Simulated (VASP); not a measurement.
# TiSi16 (a cell with a defect) in VASP: notebook

The runs below take TiSi16 (a cell with a defect) through single point, relaxation of the atoms, with PBE+D3(BJ).

All numbers are computed with VASP 6.6.1; they aren't measurements. Logs are shortened: lines on timing, memory, paths and dates and some standing lists are left out, and cuts for length are marked.

## 1. The cell of the first run

The cell holds a defect, 17 atoms: a = 7.679 Å, b = 7.679 Å, c = 7.679 Å, α = 60.00°, β = 60.00°, γ = 60.00°.

## 2. Single point, PBE+D3(BJ)

Input file INCAR:

```
PREC     = Accurate       # precision mode
ENCUT    = 520            # plane-wave cutoff, eV
EDIFF    = 1E-7           # SCF threshold, eV
ISMEAR   = 0              # smearing method
SIGMA    = 0.05           # smearing width, eV
LREAL    = Auto         
LASPH    = T              # aspherical terms in the spheres
NELM     = 80             # most SCF steps
ALGO     = Normal         # electronic algorithm
ISIF     = 2              # what is computed and relaxed
LWAVE    = F              # write WAVECAR
LCHARG   = T              # write CHGCAR
GGA      = PE             # functional
IVDW     = 12             # dispersion correction
LELF     = T              # ELF
LVHAR    = T            
NBANDS   = 52             # bands
```

Input file KPOINTS:

```
regular mesh
0
Gamma
  2 2 2
```

Input file POSCAR:

```
TiSi16
1.0
    0.0000000000      5.4300000000      5.4300000000
    5.4300000000      0.0000000000      5.4300000000
    5.4300000000      5.4300000000      0.0000000000
Si Ti
16 1
Direct
    0.0000195212      0.0007944751     -0.0002453039
    0.1236062615      0.1241114180      0.1234346225
    0.0035390424      0.0036255985      0.4965830571
    0.1235881215      0.1241291897      0.6291800184
    0.0033621547      0.4973109576      0.0032334254
    0.1235360037      0.6301953039      0.1233102210
    0.0034120626      0.4973179558      0.4964326888
    0.1375171271      0.6213025783      0.6207576427
    0.4967546961      0.0036355433      0.0034200737
    0.6294430939      0.1241337017      0.1233681400
    0.4967136280      0.0037368324      0.4964786372
    0.6210082873      0.1374239411      0.6209047882
    0.4966756906      0.4973246777      0.0032217311
    0.6209077348      0.6213491713      0.1374062615
    0.5002476980      0.5000259669      0.5001495396
    0.6209378453      0.6214776243      0.6206991713
    0.7501466851      0.7502730203      0.7500096685
```

Potentials or basis: VASP PAW PBE potentials, release 64 (Si, Ti_sv).

Command:

```
cat potpaw_PBE.64/Si/POTCAR potpaw_PBE.64/Ti_sv/POTCAR > POTCAR
mpirun -np 1 vasp_std > vasp.out
```

OUTCAR:

```text
PREC = Accurate
   ENCUT = 520
   EDIFF = 1E-7
   ISMEAR = 0
   LREAL = Auto
   LASPH = T
   NELM = 80
   ISIF = 2
   GGA = PE
   IVDW = 12
 IVDW          = 12

 ion  position               nearest neighbor table
   1  0.000  0.001  1.000-   4 2.32  10 2.32   2 2.32   6 2.32
   2  0.124  0.124  0.123-   1 2.32   3 2.34   9 2.34   5 2.34
   3  0.004  0.004  0.497-   2 2.34   4 2.34   8 2.40  12 2.40  17 2.75
   4  0.124  0.124  0.629-   1 2.32  11 2.34   3 2.34   7 2.34
   5  0.003  0.497  0.003-   6 2.34   2 2.34  14 2.40   8 2.40  17 2.75
   6  0.124  0.630  0.123-   1 2.32   7 2.34   5 2.34  13 2.34
   7  0.003  0.497  0.496-   6 2.34   4 2.34   8 2.40  16 2.40  17 2.75
   8  0.138  0.621  0.621-  15 2.27   3 2.40   7 2.40   5 2.40  17 2.43
   9  0.497  0.004  0.003-  10 2.34   2 2.34  14 2.40  12 2.40  17 2.75
  10  0.629  0.124  0.123-   1 2.32  11 2.34   9 2.34  13 2.34
  11  0.497  0.004  0.496-  10 2.34   4 2.34  16 2.40  12 2.40  17 2.75
  12  0.621  0.137  0.621-  15 2.27  11 2.40   9 2.40   3 2.40  17 2.43
  13  0.497  0.497  0.003-   6 2.34  10 2.34  14 2.40  16 2.40  17 2.75
  14  0.621  0.621  0.137-  15 2.27   9 2.40  13 2.40   5 2.40  17 2.43
  15  0.500  0.500  0.500-  12 2.27  16 2.27   8 2.27  14 2.27
  16  0.621  0.621  0.621-  15 2.27  11 2.40   7 2.40  13 2.40  17 2.43
  17  0.750  0.750  0.750-  12 2.43  16 2.43   8 2.43  14 2.43  13 2.75   5 2.75   7 2.75   3 2.75
                             9 2.75  11 2.75

  LATTYP: Found a face centered cubic cell.
 ALAT       =    10.8600000000

  Lattice vectors:

 A1 = (   0.0000000000,   5.4300000000,   5.4300000000)
 A2 = (   5.4300000000,   0.0000000000,   5.4300000000)
 A3 = (   5.4300000000,   5.4300000000,   0.0000000000)

Analysis of symmetry for initial positions (statically):
=====================================================================
 Subroutine PRICEL returns:
 Original cell was already a primitive cell.

 Routine SETGRP: Setting up the symmetry group for a
 face centered cubic supercell.

 Subroutine GETGRP returns: Found  1 space group operations
 (whereof  1 operations were pure point group operations)
 out of a pool of 48 trial point group operations.

The static configuration has the point symmetry C_1 .

Analysis of symmetry for dynamics (positions and initial velocities):
=====================================================================
 Subroutine PRICEL returns:
 Original cell was already a primitive cell.

 Routine SETGRP: Setting up the symmetry group for a
 face centered cubic supercell.

 Subroutine GETGRP returns: Found  1 space group operations
 (whereof  1 operations were pure point group operations)
 out of a pool of 48 trial point group operations.

The dynamic configuration has the point symmetry C_1 .

 Subroutine INISYM returns: Found  1 space group operations
 (whereof  1 operations are pure point group operations),
 and found     1 'primitive' translations

----------------------------------------------------------------------------------------

                                     Primitive cell

  volume of cell :     320.2060

  direct lattice vectors                    reciprocal lattice vectors
     0.000000000  5.430000000  5.430000000    -0.092081031  0.092081031  0.092081031
     5.430000000  0.000000000  5.430000000     0.092081031 -0.092081031  0.092081031
     5.430000000  5.430000000  0.000000000     0.092081031  0.092081031 -0.092081031

  length of vectors
     7.679179644  7.679179644  7.679179644     0.159489025  0.159489025  0.159489025

  position of ions in fractional coordinates (direct lattice)
     0.000019521  0.000794475  0.999754696
     0.123606262  0.124111418  0.123434622
     0.003539042  0.003625599  0.496583057
     0.123588121  0.124129190  0.629180018
     0.003362155  0.497310958  0.003233425
     0.123536004  0.630195304  0.123310221
[... 9 lines left out ...]
     0.620937845  0.621477624  0.620699171
     0.750146685  0.750273020  0.750009668

  ion indices of the primitive-cell ions
   primitive index   ion index
                 1           1
                 2           2
                 3           3
                 4           4
                 5           5
                 6           6
[... 9 lines left out ...]
                16          16
                17          17

----------------------------------------------------------------------------------------

 KPOINTS: regular mesh

Automatic generation of k-mesh.
 Grid dimensions read from file:
 generate k-points for:    2    2    2

 Generating k-lattice:

  Cartesian coordinates                     Fractional coordinates (reciprocal lattice)
    -0.046040516  0.046040516  0.046040516     0.500000000  0.000000000  0.000000000
     0.046040516 -0.046040516  0.046040516     0.000000000  0.500000000  0.000000000
     0.046040516  0.046040516 -0.046040516     0.000000000  0.000000000  0.500000000

  Length of vectors
     0.079744512  0.079744512  0.079744512

  Shift w.r.t. Gamma in fractional coordinates (k-lattice)
     0.000000000  0.000000000  0.000000000

 Subroutine IBZKPT returns following result:
 ===========================================

 Found      8 irreducible k-points:

 Following reciprocal coordinates:
            Coordinates               Weight
  0.000000  0.000000  0.000000      1.000000
  0.500000  0.000000  0.000000      1.000000
  0.000000  0.500000  0.000000      1.000000
  0.000000  0.000000  0.500000      1.000000
  0.500000  0.500000  0.500000      1.000000
  0.500000  0.500000  0.000000      1.000000
  0.000000  0.500000  0.500000      1.000000
  0.500000  0.000000  0.500000      1.000000
   k-points           NKPTS =      8   k-points in BZ     NKDIM =      8   number of bands    NBANDS=     52
   number of dos      NEDOS =    301   number of ions     NIONS =     17
   total plane-waves  NPLWV = 216000
   dimension x,y,z NGX =    60 NGY =   60 NGZ =   60
   dimension x,y,z NGXF=   120 NGYF=  120 NGZF=  120
   ions per type =              16   1
   NGX,Y,Z   is equivalent  to a cutoff of  12.99, 12.99, 12.99 a.u.
   NGXF,Y,Z  is equivalent  to a cutoff of  25.98, 25.98, 25.98 a.u.
 SYSTEM =  unknown system
   PREC   = accura    normal or accurate (medium, high low for compatibility)
   ISTART =      0    job   : 0-new  1-cont  2-samecut
   ICHARG =      2    charge: 1-file 2-atom 10-const
   ISPIN  =      1    spin polarized calculation?
   LNONCOLLINEAR =      F non collinear calculations
   LSORBIT =      F    spin-orbit coupling
   LASPH  =      T    aspherical Exc in radial PAW
   ENCUT  =  520.0 eV  38.22 Ry    6.18 a.u.  14.28 14.28 14.28*2*pi/ulx,y,z
   NELM   =     80;   NELMIN=  2; NELMDL= -5     # of ELM steps
   EDIFF  = 0.1E-06   stopping-criterion for ELM
   LREAL  =      T    real-space projection
   EDIFFG = 0.1E-05   stopping-criterion for IOM
   NSW    =      0    number of steps for IOM
   IBRION =     -1    ionic relax: 0-MD 1-quasi-New 2-CG
   NFREE  =      0    steps in history (QN), initial steepest desc. (CG)
   ISIF   =      2    stress and relaxation
   ISYM   =      2    0-nonsym 1-usesym 2-fastsym
   POTIM  = 0.5000    time-step for ionic-motion
   TEBEG  =    0.0;   TEEND  =   0.0 temperature during run
   PSTRESS=    0.0 pullay stress
   NELECT =      76.0000    total number of electrons
   NUPDOWN=      -1.0000    fix difference up-down
   EMIN   =  10.00;   EMAX   =-10.00  energy-range for DOS
   EFERMI =   0.00;   METHOD = LEGACY
   ISMEAR =     0;   SIGMA  =   0.05  broadening in eV -4-tet -1-fermi 0-gaus
   EFERMI_NEDOS =   21; number of points for ismear=-14 and -15
   IALGO  =     38    algorithm
   IMIX   =      4    mixing-type and parameters
     AMIX     =   0.40;   BMIX     =  1.00
     AMIX_MAG =   1.60;   BMIX_MAG =  1.00
  volume/ion in A,a.u.               =      18.84       127.11
  Fermi-wavevector in a.u.,A,eV,Ry     =   1.013607  1.915439 13.978610  1.027399
  Thomas-Fermi vector in A             =   2.146786
   LORBIT       =      0    0 simple, 1 ext, 2 COOP (PROOUT), +10 PAW based schemes
   GGA     = PE    functional components
   LHFCALC =     F    Hartree Fock is set to
   AEXX    =    0.0000 exact exchange contribution
   IVDW    =    12    specifies the selected vdW correction
   LEPSILON=     F    determine dielectric tensor
   LRPA    =     F    only Hartree local field effects (RPA)
 non-spin polarized calculation
 Gauss-broadening in eV      SIGMA  =   0.05
  energy-cutoff  :      520.00
  volume of cell :      320.21
 maximum number of plane-waves:      8646
 NGX is ok and might be reduce to    60
   NGX = 29   NGY = 29   NGZ = 29

 number of electron      75.9999998 magnetization

 Free energy of the ion-electron system (eV)
  ---------------------------------------------------
  ext. energy  EPLUGINS =         0.00000000
  ---------------------------------------------------
  free energy    TOTEN  =       -92.21307950 eV

  energy without entropy =      -92.18822785  energy(sigma->0) =      -92.20065368

 E-fermi :   6.9304     XC(G=0):  -9.7514

 val. band max:        6.8935284854   @ k =   0.5000   0.5000   0.0000
 cond. band min:       6.9605531024   @ k =   0.5000   0.0000   0.0000
 fundamental gap:      0.0670246169
 Fermi energy:         6.9304037865

 k-point     1 :       0.0000    0.0000    0.0000
  band No.  band energies     occupation
      1     -49.8786      2.00000
      2     -26.2523      2.00000
      3     -26.2514      2.00000
      4     -26.2497      2.00000
      5      -5.7207      2.00000
      6      -3.5134      2.00000
[... 42 lines left out ...]
     49       8.1722      0.00000
     50       8.4830      0.00000

 k-point     2 :       0.5000    0.0000    0.0000
  band No.  band energies     occupation
      1     -49.8786      2.00000
      2     -26.2524      2.00000
      3     -26.2514      2.00000
      4     -26.2497      2.00000
      5      -5.0129      2.00000
      6      -4.8017      2.00000
[... 310 lines left out ...]
 k-point     8 :       0.5000    0.0000    0.5000
  band No.  band energies     occupation
      1     -49.8786      2.00000
      2     -26.2523      2.00000
      3     -26.2514      2.00000
      4     -26.2497      2.00000
      5      -4.6917      2.00000
      6      -4.6025      2.00000
[... 42 lines left out ...]
     49       9.8746      0.00000
     50      10.5384      0.00000
 [bands above 50 left out]

------------------------ aborting loop because EDIFF is reached ----------------------------------------

 Edisp (eV)   -5.83781

 E8    (eV) :    -2.4422

  FORCE on cell =-STRESS in cart. coord.  units (eV):
  Direction    XX          YY          ZZ          XY          YZ          ZX
  --------------------------------------------------------------------------------------
  -------------------------------------------------------------------------------------
  Total       1.87896     1.87409     1.88105     0.00695     0.00292    -0.00849
  in kB       9.40155     9.37716     9.41199     0.03479     0.01462    -0.04248
  external pressure =        9.40 kB  Pullay stress =        0.00 kB

 VOLUME and BASIS-vectors are now :
 -----------------------------------------------------------------------------
  energy-cutoff  :      520.00
  volume of cell :      320.21
      direct lattice vectors                 reciprocal lattice vectors
     0.000000000  5.430000000  5.430000000    -0.092081031  0.092081031  0.092081031
     5.430000000  0.000000000  5.430000000     0.092081031 -0.092081031  0.092081031
     5.430000000  5.430000000  0.000000000     0.092081031  0.092081031 -0.092081031

 POSITION                                       TOTAL-FORCE (eV/Angst)
 -----------------------------------------------------------------------------------
      5.43298      5.42877      0.00442        -0.001888      0.001139     -0.002615
      1.34417      1.34143      1.34511        -0.001539     -0.001710     -0.002156
      2.71613      2.71566      0.03890        -0.000584     -0.000194     -0.002388
      4.09047      4.08753      1.34510         0.002267      0.001816     -0.002375
      2.71796      0.03581      2.71865        -0.000965     -0.003273     -0.001163
      4.09154      1.34038      4.09276         0.000832     -0.000838      0.000947
[... 9 lines left out ...]
      6.74502      6.74209      6.74632        -0.004094     -0.004284     -0.004252
      8.14654      8.14585      8.14728         0.001756     -0.000945      0.004347
 -----------------------------------------------------------------------------------
    total drift:                                0.004661     -0.005209      0.004645

  FREE ENERGIE OF THE ION-ELECTRON SYSTEM (eV)
  ---------------------------------------------------
  free  energy   TOTEN  =       -98.0508915003 eV

  energy  without entropy=      -98.0260398436  energy(sigma->0) =      -98.03846567
```

Wall time 3.3 min (1 thread of Intel Xeon Platinum 8488C (Sapphire Rapids), shared host); peak memory 0.5 GiB.

What came out:

* Free energy: -98.0509 eV
* Pressure: 0.9 GPa
* Largest force: 0.007 eV/Å
* Band gap on the k mesh: zero (bands 38 and 39 overlap by 0.43 eV)
* Dispersion energy per atom: -0.343 eV

Forces in eV/Å, atoms in the order of the input:
```
Si  -0.002  0.001 -0.003
Si  -0.002 -0.002 -0.002
Si  -0.001  0.000 -0.002
Si   0.002  0.002 -0.002
Si  -0.001 -0.003 -0.001
Si   0.001 -0.001  0.001
Si   0.003  0.000  0.000
Si  -0.003  0.003  0.005
Si  -0.003  0.000  0.000
Si  -0.002  0.002  0.002
Si   0.000  0.003  0.000
Si   0.004 -0.004  0.004
Si   0.001  0.001  0.003
Si   0.005  0.004 -0.004
Si  -0.001 -0.002 -0.001
Si  -0.004 -0.004 -0.004
Ti   0.002 -0.001  0.004
```

Caveat: the k points lie up to 0.50 Å⁻¹ apart.

## 3. Relaxation of the atoms, PBE+D3(BJ)

Input file INCAR:

```
SYSTEM = TiSi16
  PREC = Accurate
  ENCUT = 520
  EDIFF = 1E-7
  ISMEAR = 0
  SIGMA = 0.05
  LREAL = Auto
  LASPH = .TRUE.
  NELM = 80
  ALGO = Normal
  ISIF = 2
  LWAVE = .FALSE.
  LCHARG = .FALSE.
  GGA = PE
  IVDW = 12
  IBRION = 2
  NSW = 80
  EDIFFG = -0.03
```

Input file KPOINTS:

```
regular mesh
0
G
  2 2 2
  0 0 0
```

Input file POSCAR:

```
TiSi16
1.0
    0.0000000000      5.4300000000      5.4300000000
    5.4300000000      0.0000000000      5.4300000000
    5.4300000000      5.4300000000      0.0000000000
Si Ti
16 1
Direct
    0.0000000000      0.0000000000      0.0000000000
    0.1250000000      0.1250000000      0.1250000000
    0.0000000000      0.0000000000      0.5000000000
    0.1250000000      0.1250000000      0.6250000000
    0.0000000000      0.5000000000      0.0000000000
    0.1250000000      0.6250000000      0.1250000000
    0.0000000000      0.5000000000      0.5000000000
    0.1250000000      0.6250000000      0.6250000000
    0.5000000000      0.0000000000      0.0000000000
    0.6250000000      0.1250000000      0.1250000000
    0.5000000000      0.0000000000      0.5000000000
    0.6250000000      0.1250000000      0.6250000000
    0.5000000000      0.5000000000      0.0000000000
    0.6250000000      0.6250000000      0.1250000000
    0.5000000000      0.5000000000      0.5000000000
    0.6250000000      0.6250000000      0.6250000000
    0.8697891000      0.8666466000      0.3902449000
```

Potentials or basis: VASP PAW PBE potentials, release 64 (Si, Ti_sv).

Command:

```
cat potpaw_PBE.64/Si/POTCAR potpaw_PBE.64/Ti_sv/POTCAR > POTCAR
mpirun -np 1 vasp_std > vasp.out
```

Wall time 45 min (1 thread of Oxide Virtual Turin-like, shared host); peak memory 0.54 GiB.

Results (log left out):

| Property | Result |
| --- | --- |
| Free energy | -98.0512 eV |
| Energy gained by relaxing | 26.5 meV/atom |
| Ionic steps | 7 |
| Pressure after relaxing | 0.9 GPa |
| Largest force after relaxing | 0.029 eV/Å |
| Band gap on the k mesh | zero (bands 38 and 39 overlap by 0.42 eV) |
| Dispersion energy per atom | -0.343 eV |

Forces in eV/Å, atoms in the order of the input:
```
Si  -0.008 -0.007  0.006
Si   0.013  0.013  0.008
Si   0.019  0.020  0.007
Si  -0.020 -0.014  0.013
Si  -0.010 -0.008  0.014
Si  -0.006  0.019 -0.020
Si   0.007  0.005 -0.007
Si  -0.003 -0.003 -0.009
Si  -0.008 -0.009  0.011
Si   0.016 -0.007 -0.016
Si   0.014 -0.001 -0.017
Si  -0.001  0.001 -0.006
Si  -0.013 -0.014  0.009
Si  -0.001 -0.001  0.000
Si   0.016  0.012 -0.007
Si   0.000  0.006  0.005
Ti  -0.016 -0.012  0.010
```

Step by step:
```
step  energy change (eV)  largest force (eV/Å)  pressure (GPa)
   1              0.0000                2.2380            1.95
   2             -0.4280                0.5913            0.93
   3             -0.4315                0.4941            0.96
   4             -0.4470                0.2639            0.93
   5             -0.4476                0.1931            0.93
   6             -0.4503                0.0657            0.94
   7             -0.4505                0.0288            0.95
```

Final structure:
```yaml
crystal:
  lattice:
    - [0.00000, 5.43000, 5.43000]
    - [5.43000, 0.00000, 5.43000]
    - [5.43000, 5.43000, 0.00000]
  atoms:
    - { symbol: Si, position: [0.00323, 0.00315, 0.99030] }
    - { symbol: Si, position: [0.12804, 0.12799, 0.12272] }
    - { symbol: Si, position: [0.00408, 0.00404, 0.50439] }
    - { symbol: Si, position: [0.12390, 0.12333, 0.62819] }
    - { symbol: Si, position: [0.99551, 0.50102, 0.00217] }
    - { symbol: Si, position: [0.12810, 0.62085, 0.12288] }
    - { symbol: Si, position: [0.00448, 0.48629, 0.50471] }
    - { symbol: Si, position: [0.12836, 0.62120, 0.62865] }
    - { symbol: Si, position: [0.50111, 0.99553, 0.00210] }
    - { symbol: Si, position: [0.62105, 0.12801, 0.12281] }
    - { symbol: Si, position: [0.48689, 0.00423, 0.50455] }
    - { symbol: Si, position: [0.62140, 0.12826, 0.62862] }
    - { symbol: Si, position: [0.50119, 0.50106, 0.00224] }
    - { symbol: Si, position: [0.62505, 0.62507, 0.12484] }
    - { symbol: Si, position: [0.50157, 0.50140, 0.49527] }
    - { symbol: Si, position: [0.62156, 0.62129, 0.62869] }
    - { symbol: Ti, position: [0.87428, 0.87393, 0.37712] }
```

Levels at points of the mesh, in eV from the Fermi level:
```
           k point  band 34  band 35  band 36  band 37  band 38  band 39  band 40  band 41
(0.00, 0.00, 0.00)    -0.99    -0.99    -0.98    -0.42    -0.40    -0.39    -0.10    -0.10
(0.50, 0.00, 0.00)    -1.97    -1.37    -1.36    -0.28     0.03     0.04     0.44     0.44
(0.00, 0.50, 0.00)    -1.97    -1.37    -1.36    -0.27     0.03     0.04     0.44     0.44
(0.00, 0.00, 0.50)    -1.97    -1.37    -1.37    -0.28     0.03     0.03     0.45     0.45
(0.50, 0.50, 0.50)    -1.97    -1.37    -1.36    -0.28     0.02     0.04     0.44     0.44
(0.50, 0.50, 0.00)    -2.01    -2.00    -1.88    -0.71    -0.04     0.56     0.58     1.11
(0.00, 0.50, 0.50)    -2.01    -2.01    -1.88    -0.70    -0.04     0.57     0.57     1.11
(0.50, 0.00, 0.50)    -2.01    -2.00    -1.88    -0.70    -0.04     0.57     0.58     1.11
```

Caveat: the k points lie up to 0.50 Å⁻¹ apart.
